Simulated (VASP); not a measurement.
A run of VASP 6.6.1:

The input INCAR:

```
SYSTEM = Ga3IrRu
PREC = Accurate ; ENCUT = 600
EDIFF = 1E-6 ; ISMEAR = 0
SIGMA = 0.1 ; LREAL = .False.
LASPH = .True. ; NELM = 60
ALGO = Normal ; ISIF = 3
LWAVE = .False. ; LCHARG = .False.
GGA = PE ; IBRION = 2
NSW = 90 ; EDIFFG = -0.04
```

File KPOINTS:

```
regular mesh
0
Gamma
  6 6 4
  0 0 0
```

File POSCAR:

```
Ga3IrRu
1.0
    4.2495212600      0.0000000000      0.0000000000
   -2.1247606300      3.6801933600      0.0000000000
    0.0000000000      0.0000000000      5.7022530100
Ga Ru Ir
3 1 1
Direct
    0.5000000000      0.0000000000      0.0000000000
    0.0000000000      0.5000000000      0.0000000000
    0.5000000000      0.5000000000      0.0000000000
    0.0000000000      0.0000000000      0.5000000000
    0.0000000000      0.0000000000      0.0000000000
```

Potentials or basis: VASP PAW PBE potentials, release 64 (Ga_d, Ru_pv, Ir).

Command:

```console
$ cat potpaw_PBE.64/Ga_d/POTCAR potpaw_PBE.64/Ru_pv/POTCAR potpaw_PBE.64/Ir/POTCAR > POTCAR
$ mpirun -np 1 vasp_std > vasp.out
```

Hardware: 1 thread of Intel Xeon 8259CL (shared host).

Estimate the wall time of this run.

Run time: 34 min on 1 thread of Intel Xeon 8259CL, with other jobs on the host, peak memory 0.31 GiB. Counts: scf iterations 176, k points 21, ion steps 14.
